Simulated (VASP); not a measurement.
# LiCl in VASP: notebook, part 3 of 3

VASP 6.6.1. The steps go on from the part before.

### 4 Single point, PBEsol

This run uses another cell than the first one, of 17.04 Å³/atom.

Contents of INCAR:

```
SYSTEM = LiCl
ALGO = Normal ; EDIFF = 1E-6
ENCUT = 520 ; GGA = PS
ISIF = 2 ; ISMEAR = 0
LASPH = .True. ; LCHARG = .False.
LREAL = .False. ; LWAVE = .False.
NBANDS = 12 ; NELM = 60
PREC = Accurate ; SIGMA = 0.05
```

Contents of KPOINTS:

```
k-points
0
Gamma
  10 10 10
  0 0 0
```

Contents of POSCAR:

```
LiCl
1.0
    0.0000000000      2.5732808599      2.5732808599
    2.5732808599      0.0000000000      2.5732808599
    2.5732808599      2.5732808599      0.0000000000
Li Cl
1 1
Direct
    0.0000000000      0.0000000000      0.0000000000
    0.5000000000      0.5000000000      0.5000000000
```

Potentials or basis: VASP PAW PBE potentials, release 64 (Li_sv, Cl).

Command:

```
$ cat potpaw_PBE.64/Li_sv/POTCAR potpaw_PBE.64/Cl/POTCAR > POTCAR
$ mpirun -np 1 vasp_std > vasp.out
```

OUTCAR:

```text
SYSTEM = LiCl
   EDIFF = 1E-6
   ENCUT = 520
   GGA = PS
   ISIF = 2
   ISMEAR = 0
   LASPH = .True.
   LREAL = .False.
   NELM = 60
   PREC = Accurate

 ion  position               nearest neighbor table
   1  0.000  0.000  0.000-   2 2.57   2 2.57   2 2.57   2 2.57   2 2.57   2 2.57
   2  0.500  0.500  0.500-   1 2.57   1 2.57   1 2.57   1 2.57   1 2.57   1 2.57

  LATTYP: Found a face centered cubic cell.
 ALAT       =     5.1465617198

  Lattice vectors:

 A1 = (   0.0000000000,   2.5732808599,   2.5732808599)
 A2 = (   2.5732808599,   0.0000000000,   2.5732808599)
 A3 = (   2.5732808599,   2.5732808599,   0.0000000000)

Analysis of symmetry for initial positions (statically):
=====================================================================
 Subroutine PRICEL returns:
 Original cell was already a primitive cell.

 Routine SETGRP: Setting up the symmetry group for a
 face centered cubic supercell.

 Subroutine GETGRP returns: Found 48 space group operations
 (whereof 48 operations were pure point group operations)
 out of a pool of 48 trial point group operations.

The static configuration has the point symmetry O_h .

Analysis of symmetry for dynamics (positions and initial velocities):
=====================================================================
 Subroutine PRICEL returns:
 Original cell was already a primitive cell.

 Routine SETGRP: Setting up the symmetry group for a
 face centered cubic supercell.

 Subroutine GETGRP returns: Found 48 space group operations
 (whereof 48 operations were pure point group operations)
 out of a pool of 48 trial point group operations.

The dynamic configuration has the point symmetry O_h .

 Subroutine INISYM returns: Found 48 space group operations
 (whereof 48 operations are pure point group operations),
 and found     1 'primitive' translations

----------------------------------------------------------------------------------------

                                     Primitive cell

  volume of cell :      34.0794

  direct lattice vectors                    reciprocal lattice vectors
[... 112 lines left out ...]
   GGA     = PS    functional components
   LHFCALC =     F    Hartree Fock is set to
   AEXX    =    0.0000 exact exchange contribution
   IVDW    =     0    specifies the selected vdW correction
   LEPSILON=     F    determine dielectric tensor
   LRPA    =     F    only Hartree local field effects (RPA)
 non-spin polarized calculation
 Gauss-broadening in eV      SIGMA  =   0.05
  energy-cutoff  :      520.00
  volume of cell :       34.08
 maximum number of plane-waves:       941
   NGX = 13   NGY = 13   NGZ = 13

 number of electron      10.0000008 magnetization

 Free energy of the ion-electron system (eV)
  ---------------------------------------------------
  ext. energy  EPLUGINS =         0.00000000
  ---------------------------------------------------
  free energy    TOTEN  =        -7.63155261 eV

  energy without entropy =       -7.63155261  energy(sigma->0) =       -7.63155261

 E-fermi :   0.7477     XC(G=0):  -8.8670

 val. band max:        0.4606154599   @ k =  -0.1000   0.1000   0.0000
 cond. band min:       6.5413691828   @ k =   0.0000   0.0000   0.0000
 fundamental gap:      6.0807537229
 Fermi energy:         0.7476960204

 k-point     1 :       0.0000    0.0000    0.0000
  band No.  band energies     occupation
      1     -42.3721      2.00000
      2     -12.8970      2.00000
      3       0.4605      2.00000
      4       0.4605      2.00000
      5       0.4605      2.00000
      6       6.5414      0.00000
      7      12.2636      0.00000
      8      12.2636      0.00000
      9      12.2636      0.00000
     10      14.8187      0.00000
     11      14.8187      0.00000
     12      14.8187      0.00000
[... 331 lines left out ...]
 k-point    24 :       0.4000    0.3000    0.0000
  band No.  band energies     occupation
      1     -42.3690      2.00000
      2     -12.2730      2.00000
      3      -1.8892      2.00000
      4      -0.5305      2.00000
      5      -0.4000      2.00000
      6       8.6800      0.00000
      7       9.2663      0.00000
      8      10.8261      0.00000
      9      12.9930      0.00000
     10      13.8620      0.00000
     11      17.3455      0.00000
     12      19.2397      0.00000

 [... further k-points ...]
[... 5 lines left out ...]
  --------------------------------------------------------------------------------------
  -------------------------------------------------------------------------------------
  Total       -0.3409092     -0.3409092     -0.3409092      0.0000000     -0.0000000      0.0000000
  in kB      -16.0272048    -16.0272048    -16.0272048      0.0000000     -0.0000000      0.0000000
  external PRESSURE =     -16.0272048 kB  Pullay stress =       0.0000000 kB

 VOLUME and BASIS-vectors are now :
 -----------------------------------------------------------------------------
  energy-cutoff  :      520.00
  volume of cell :       34.08
      direct lattice vectors                 reciprocal lattice vectors
     0.000000000  2.573280860  2.573280860    -0.194304480  0.194304480  0.194304480
     2.573280860  0.000000000  2.573280860     0.194304480 -0.194304480  0.194304480
     2.573280860  2.573280860  0.000000000     0.194304480  0.194304480 -0.194304480

 POSITION                                       TOTAL-FORCE (eV/Angst)
 -----------------------------------------------------------------------------------
      0.00000      0.00000      0.00000        -0.000000     -0.000000      0.000000
      2.57328      2.57328      2.57328         0.000000      0.000000     -0.000000
 -----------------------------------------------------------------------------------
    total drift:                                0.000000      0.000000      0.000000

  FREE ENERGIE OF THE ION-ELECTRON SYSTEM (eV)
  ---------------------------------------------------
  free  energy   TOTEN  =        -7.6315526137 eV

  energy  without entropy=       -7.6315526137  energy(sigma->0) =       -7.63155261
```

OSZICAR:

```text
N       E                     dE             d eps       ncg     rms          rms(c)
DAV:   1     0.397062592526E+02    0.39706E+02   -0.41314E+03  1128   0.769E+02
DAV:   2    -0.505765064450E+01   -0.44764E+02   -0.42779E+02  1428   0.143E+02
DAV:   3    -0.762373760930E+01   -0.25661E+01   -0.25581E+01  1516   0.347E+01
DAV:   4    -0.768616065195E+01   -0.62423E-01   -0.62408E-01  1560   0.568E+00
DAV:   5    -0.768701908520E+01   -0.85843E-03   -0.85842E-03  1548   0.607E-01    0.227E+00
DAV:   6    -0.763026864050E+01    0.56750E-01   -0.11370E-01  1464   0.155E+00    0.153E+00
DAV:   7    -0.762947946976E+01    0.78917E-03   -0.34315E-02  1724   0.975E-01    0.753E-01
DAV:   8    -0.763153343498E+01   -0.20540E-02   -0.36076E-03  1396   0.425E-01    0.111E-01
DAV:   9    -0.763152377744E+01    0.96575E-05   -0.16146E-04  1444   0.880E-02    0.402E-02
DAV:  10    -0.763155131000E+01   -0.27533E-04   -0.54200E-05  1324   0.506E-02    0.322E-02
DAV:  11    -0.763155252796E+01   -0.12180E-05   -0.74674E-06  1456   0.173E-02    0.229E-03
DAV:  12    -0.763155261373E+01   -0.85775E-07   -0.17302E-07   788   0.363E-03
   1 F= -.76315526E+01 E0= -.76315526E+01  d E =-.203469E-17
```

Run time: 10 s. Hardware: 1 thread of AMD EPYC 9R45 (Zen 5), shared host; peak memory 0.12 GiB.

What came out:

| Quantity | Value |
| --- | --- |
| Free energy | -7.6316 eV |
| Band gap on the k mesh | 6.08 eV |

Caveat: the cutoff is under 1.25 times the usual one of these potentials, so pressure, stress and relaxed cells hold a basis-set (Pulay) error; the PAW data sets were made with another functional, which shifts forces and pressure a little. PBEsol gaps usually lie below the measured ones, often by a third to a half.

### 5 Single point, PBEsol

This run uses another cell than the first one, of 16.24 Å³/atom.

INCAR is that of step 4.

KPOINTS is that of step 4.

Contents of POSCAR:

```
LiCl
1.0
    0.0000000000      2.5321515235      2.5321515235
    2.5321515235      0.0000000000      2.5321515235
    2.5321515235      2.5321515235      0.0000000000
Li Cl
1 1
Direct
    0.0000000000      0.0000000000      0.0000000000
    0.5039492107      0.4960507893      0.5039492107
```

Command:

```
$ cat potpaw_PBE.64/Li_sv/POTCAR potpaw_PBE.64/Cl/POTCAR > POTCAR
$ mpirun -np 1 vasp_std > vasp.out
```

It took 20 s on 1 thread of AMD EPYC 9R45 (Zen 5), shared host; peak memory 0.14 GiB.

The run converged. Its results:

| Item | Value |
| --- | --- |
| Free energy | -7.6390 eV |
| Largest force | 0.019 eV/Å |
| Band gap on the k mesh | 6.36 eV |

Forces in eV/Å, atoms in the order of the input:
```
Li   0.000  0.019  0.000
Cl   0.000 -0.019  0.000
```

Levels at points of the mesh, in eV from the valence-band top:
| k point | band 1 | band 2 | band 3 | band 4 | band 5 | band 6 | band 7 | band 8 | band 9 | band 10 |
| --- | --- | --- | --- | --- | --- | --- | --- | --- | --- | --- |
| (0.00, 0.00, 0.00) | -42.75 | -13.53 | 0.00 | 0.00 | 0.00 | 6.36 | 11.84 | 11.84 | 11.84 | 14.58 |
| (0.50, 0.00, 0.00) | -42.75 | -12.90 | -3.03 | -0.28 | -0.28 | 6.60 | 9.41 | 9.41 | 13.22 | 16.95 |
| (0.50, 0.50, 0.00) | -42.75 | -12.62 | -3.14 | -1.20 | -1.20 | 7.85 | 8.03 | 12.60 | 14.28 | 14.29 |
| (0.50, 0.00, 0.50) | -42.75 | -12.62 | -3.14 | -1.20 | -1.20 | 7.86 | 8.03 | 12.60 | 14.28 | 14.28 |

Caveat: the cutoff is under 1.25 times the usual one of these potentials, so pressure, stress and relaxed cells hold a basis-set (Pulay) error; the PAW data sets were made with another functional, which shifts forces and pressure a little. A k mesh can miss the band edges.

### 6 Single point, PBEsol

Contents of INCAR:

```
PREC = Accurate
ENCUT = 520
EDIFF = 1E-6
ISMEAR = 0
SIGMA = 0.05
LREAL = F
LASPH = T
NELM = 60
ALGO = Normal
ISIF = 2
LWAVE = F
LCHARG = F
GGA = PS
NBANDS = 12
```

Contents of KPOINTS:

```
regular mesh
0
Gamma
  10 10 10
```

Contents of POSCAR:

```
LiCl
1.0
    0.0000000000      2.5321515235      2.5827945540
    2.5321515235      0.0000000000      2.5827945540
    2.5321515235      2.5321515235      0.0000000000
Li Cl
1 1
Direct
    0.0000000000      0.0000000000      0.0000000000
    0.5000000000      0.5000000000      0.5000000000
```

Potentials or basis: VASP PAW PBE potentials, release 64 (Li_sv, Cl).

Command:

```
$ cat potpaw_PBE.64/Li_sv/POTCAR potpaw_PBE.64/Cl/POTCAR > POTCAR
$ mpirun -np 1 vasp_std > vasp.out
```

It took 20 s on 1 thread of AMD EPYC 9R45 (Zen 5), shared host; peak memory 0.14 GiB.

Results (log left out):

| Property | Result |
| --- | --- |
| Free energy | -7.6370 eV |
| Band gap on the k mesh | 6.21 eV |

Levels at points of the mesh, in eV from the valence-band top:
| k point | band 3 | band 4 | band 5 | band 6 | band 7 | band 8 |
| --- | --- | --- | --- | --- | --- | --- |
| (0.00, 0.00, 0.00) | -0.05 | -0.05 | 0.00 | 6.21 | 11.68 | 11.85 |
| (0.50, 0.00, 0.00) | -2.98 | -0.33 | -0.28 | 6.54 | 9.29 | 9.45 |
| (0.50, 0.50, 0.00) | -3.08 | -1.15 | -1.15 | 7.81 | 8.09 | 12.21 |
| (0.50, 0.00, 0.50) | -3.08 | -1.28 | -1.15 | 7.77 | 8.00 | 12.49 |

Caveat: the cutoff is under 1.25 times the usual one of these potentials, so pressure, stress and relaxed cells hold a basis-set (Pulay) error; the PAW data sets were made with another functional, which shifts forces and pressure a little. A k mesh can miss the band edges.

### 7 The runs side by side

| cell | gap on the mesh (eV) |
| --- | --- |
| a = 3.605 Å, angles 60.0°, 2 atoms, atomic positions A | 6.24 |
| a = 3.628 Å, angles 60.0°, 2 atoms, atomic positions A | 6.13 |
| a = 3.639 Å, angles 60.0°, 2 atoms, atomic positions A | 6.08 |
| a = 3.581 Å, angles 60.0°, 2 atoms, atomic positions B | 6.36 |
| a = 3.617, b = 3.617, c = 3.581 Å, angles 60.3, 60.3, 59.3°, 2 atoms, atomic positions A | 6.21 |

Alike in all rows: task single point; level PBEsol; potentials or basis VASP PAW PBE potentials, release 64 (Li_sv, Cl); no spin polarisation; k mesh 10 × 10 × 10; cutoff (eV) 520; smearing gaussian 0.05 eV.

Caveats: the cutoff is under 1.25 times the usual one of these potentials, so pressure, stress and relaxed cells hold a basis-set (Pulay) error; the PAW data sets were made with another functional, which shifts forces and pressure a little.

Total energies depend on the potentials used, so only differences within one code and one set of settings carry meaning.
